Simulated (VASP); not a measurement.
# W3C in VASP: relaxation of the atoms with LDA

Aim: the relaxation of the atoms of W3C with LDA.

All numbers are computed with VASP 6.6.1; they aren't measurements. Logs are shortened: lines on timing, memory, paths and dates and some standing lists are left out, and cuts for length are marked.

**1. The cell of the first run**

The cell holds a slab with vacuum, 4 atoms: a = 2.809 Å, b = 2.809 Å, c = 19.357 Å, α = 90.00°, β = 90.00°, γ = 90.00°.

**2. Relaxation of the atoms, LDA**

File INCAR:

```
SYSTEM = W3C
PREC = Accurate
ENCUT = 520
EDIFF = 1E-7
ISMEAR = 0
SIGMA = 0.1
LREAL = .False.
LASPH = .True.
NELM = 80
ALGO = Normal
ISIF = 2
LWAVE = .False.
LCHARG = .False.
LDIPOL = .True.
IDIPOL = 3
DIPOL = 0.5 0.5 0.349
IBRION = 2
NSW = 36
EDIFFG = -0.025
```

File KPOINTS:

```
Automatic mesh
0
Gamma
  9 9 1
  0 0 0
```

File POSCAR:

```
W3C
1.0
    2.8093052381      0.0000000000      0.0000000000
    0.0000000000      2.8093052381      0.0000000000
    0.0000000000      0.0000000000     19.3572602846
W C
3 1
Selective dynamics
Direct
    0.5000000000      0.5000000000      0.2066408129  F F F
    0.0000000000      0.0000000000      0.3062710168  F F F
    0.5000000000      0.5000000000      0.4059076630  F F F
    0.6666666667      1.0000000000      0.4771987435  F F T
```

Potentials or basis: VASP PAW LDA potentials, release 64 (W_sv, C).

The run is started by

```console
> cat potpaw_LDA.64/W_sv/POTCAR potpaw_LDA.64/C/POTCAR > POTCAR
> mpirun -np 1 vasp_std > vasp.out
```

OUTCAR:

```text
SYSTEM = W3C
   PREC = Accurate
   ENCUT = 520
   EDIFF = 1E-7
   ISMEAR = 0
   LREAL = .False.
   LASPH = .True.
   NELM = 80
   ISIF = 2
   IBRION = 2
   NSW = 36
   EDIFFG = -0.025

 ion  position               nearest neighbor table
   1  0.500  0.500  0.207-   2 2.77   2 2.77   2 2.77   2 2.77
   2  0.000  0.000  0.306-   1 2.77   1 2.77   1 2.77   1 2.77   3 2.77   3 2.77   3 2.77   3 2.77

   3  0.500  0.500  0.406-   4 2.02   4 2.02   2 2.77   2 2.77   2 2.77   2 2.77
   4  0.667  0.000  0.477-   3 2.02   3 2.02

  LATTYP: Found a simple tetragonal cell.
 ALAT       =     2.8093052381
 C/A-ratio  =     6.8904083551

  Lattice vectors:

 A1 = (   2.8093052381,   0.0000000000,   0.0000000000)
 A2 = (   0.0000000000,   2.8093052381,   0.0000000000)
 A3 = (   0.0000000000,   0.0000000000,  19.3572602846)

Analysis of symmetry for initial positions (statically):
=====================================================================
 Subroutine PRICEL returns:
 Original cell was already a primitive cell.

 Routine SETGRP: Setting up the symmetry group for a
 simple tetragonal supercell.

 Subroutine GETGRP returns: Found  2 space group operations
 (whereof  2 operations were pure point group operations)
 out of a pool of 16 trial point group operations.

The static configuration has the point symmetry C_1h.

Analysis of symmetry for dynamics (positions and initial velocities):
=====================================================================
 Subroutine PRICEL returns:
 Original cell was already a primitive cell.

 Routine SETGRP: Setting up the symmetry group for a
 simple tetragonal supercell.

 Subroutine GETGRP returns: Found  2 space group operations
 (whereof  2 operations were pure point group operations)
 out of a pool of 16 trial point group operations.

The dynamic configuration has the point symmetry C_1h.

Analysis of constrained symmetry for selective dynamics:
=====================================================================
 Subroutine PRICEL returns:
 Original cell was already a primitive cell.

 Routine SETGRP: Setting up the symmetry group for a
 simple tetragonal supercell.

 Subroutine GETGRP returns: Found  2 space group operations
 (whereof  2 operations were pure point group operations)
 out of a pool of 16 trial point group operations.
[... 117 lines left out ...]
   EMIN   =  10.00;   EMAX   =-10.00  energy-range for DOS
   EFERMI =   0.00;   METHOD = LEGACY
   ISMEAR =     0;   SIGMA  =   0.10  broadening in eV -4-tet -1-fermi 0-gaus
   EFERMI_NEDOS =   21; number of points for ismear=-14 and -15
   IALGO  =     38    algorithm
   IMIX   =      4    mixing-type and parameters
     AMIX     =   0.40;   BMIX     =  1.00
     AMIX_MAG =   1.60;   BMIX_MAG =  1.00
  volume/ion in A,a.u.               =      38.19       257.74
  Fermi-wavevector in a.u.,A,eV,Ry     =   1.097270  2.073540 16.381436  1.204002
  Thomas-Fermi vector in A             =   2.233627
   LORBIT       =      0    0 simple, 1 ext, 2 COOP (PROOUT), +10 PAW based schemes
   GGA     = CA    functional components
   LHFCALC =     F    Hartree Fock is set to
   AEXX    =    0.0000 exact exchange contribution
   IVDW    =     0    specifies the selected vdW correction
   LEPSILON=     F    determine dielectric tensor
   LRPA    =     F    only Hartree local field effects (RPA)
 conjugate gradient relaxation of ions
 non-spin polarized calculation
 Gauss-broadening in eV      SIGMA  =   0.10
  energy-cutoff  :      520.00
  volume of cell :      152.77
 maximum number of plane-waves:      4159
 NGX is ok and might be reduce to    24
   NGX = 11   NGY = 11   NGZ = 71

 dipolmoment           0.000000      0.000000     -0.374515 electrons x Angstroem

--------------------------------------- Ionic step        1  -------------------------------------------

 number of electron      46.0000006 magnetization

 Free energy of the ion-electron system (eV)
  ---------------------------------------------------
  ext. energy  EPLUGINS =         0.00000000
  ---------------------------------------------------
  free energy    TOTEN  =       -45.47010803 eV

  energy without entropy =      -45.45301752  energy(sigma->0) =      -45.46156278

------------------------ aborting loop because EDIFF is reached ----------------------------------------

  FORCE on cell =-STRESS in cart. coord.  units (eV):
  Direction    XX          YY          ZZ          XY          YZ          ZX
  --------------------------------------------------------------------------------------
  -------------------------------------------------------------------------------------
  Total       -1.6930676     -2.0842515     -0.7718034      0.0000000      0.0000000      0.5338882
  in kB      -17.7559180    -21.8584298     -8.0942294      0.0000000      0.0000000      5.5991123
  external PRESSURE =     -15.9028591 kB  Pullay stress =       0.0000000 kB
[... 63 lines left out ...]
--------------------------------------- Ionic step        3  -------------------------------------------

 number of electron      46.0000006 magnetization

 dipolmoment           0.000000      0.000000      0.078910 electrons x Angstroem

 Free energy of the ion-electron system (eV)
  ---------------------------------------------------
  ext. energy  EPLUGINS =         0.00000000
  ---------------------------------------------------
  free energy    TOTEN  =       -45.62178723 eV

  energy without entropy =      -45.60493571  energy(sigma->0) =      -45.61336147

 E-fermi :   0.0868     XC(G=0):  -5.8609

 val. band max:        0.0064138134   @ k =  -0.1111   0.4444   0.0000
 cond. band min:       0.0869440201   @ k =  -0.2222   0.4444   0.0000
 fundamental gap:      0.0805302067
 Fermi energy:         0.0867574284

 k-point     1 :       0.0000    0.0000    0.0000
  band No.  band energies     occupation
      1     -73.2761      2.00000
      2     -73.0414      2.00000
      3     -72.9326      2.00000
      4     -38.1873      2.00000
      5     -37.7534      2.00000
      6     -37.4747      2.00000
[... 709 lines left out ...]
     26       1.9247      0.00000
     27       2.3321      0.00000

 [... further k-points ...]

------------------------ aborting loop because EDIFF is reached ----------------------------------------

 vacuum level on the upper side and lower side of the slab       (xc-potential included)         0.746        -1.028

  FORCE on cell =-STRESS in cart. coord.  units (eV):
  Direction    XX          YY          ZZ          XY          YZ          ZX
  --------------------------------------------------------------------------------------
  -------------------------------------------------------------------------------------
  Total       -0.1207283      0.9911177      2.4947694      0.0000000      0.0000000      1.5230967
  in kB       -1.2661286     10.3942715     26.1637047      0.0000000      0.0000000     15.9733613
  external PRESSURE =      11.7639492 kB  Pullay stress =       0.0000000 kB
[... 19 lines left out ...]
  FREE ENERGIE OF THE ION-ELECTRON SYSTEM (eV)
  ---------------------------------------------------
  free  energy   TOTEN  =       -45.6217872323 eV

  energy  without entropy=      -45.6049357139  energy(sigma->0) =      -45.61336147

 reached required accuracy - stopping structural energy minimisation

 vacuum level on the upper side and lower side of the slab         6.547         4.713
```

It took 12 min on 1 thread of Intel Xeon 8259CL, shared host; peak memory 0.28 GiB.

What came out:

| Property | Result |
| --- | --- |
| Free energy | -45.6218 eV |
| Energy gained by relaxing | 37.9 meV/atom |
| Ionic steps | 3 |
| Band gap on the k mesh | zero (bands 23 and 24 overlap by 1.57 eV) |

The path:
| step | energy change (eV) | largest force on free atoms (eV/Å) | pressure (GPa) |
| --- | --- | --- | --- |
| 1 | 0.0000 | 1.9922 | -1.59 |
| 2 | -0.1329 | 0.7399 | 0.15 |
| 3 | -0.1517 | 0.0128 | 1.18 |

Final structure:
```
W C
1.0
     2.80931    0.00000    0.00000
     0.00000    2.80931    0.00000
     0.00000    0.00000   19.35726
W C
3 1
Direct
  0.50000 0.50000 0.20664
  0.00000 0.00000 0.30627
  0.50000 0.50000 0.40591
  0.66667 0.00000 0.46961
```

Levels at points of the mesh, in eV from the Fermi level:
```tsv
k point	band 20	band 21	band 22	band 23	band 24	band 25	band 26	band 27
(0.00, 0.00, 0.00)	-1.71	-0.97	-0.37	0.34	0.64	1.55	1.69	2.63
```

Caveat: spin-orbit coupling is left out, which moves the levels of the heavy elements.

The gap in the log of VASP goes by the Fermi energy; the results here count the filled bands.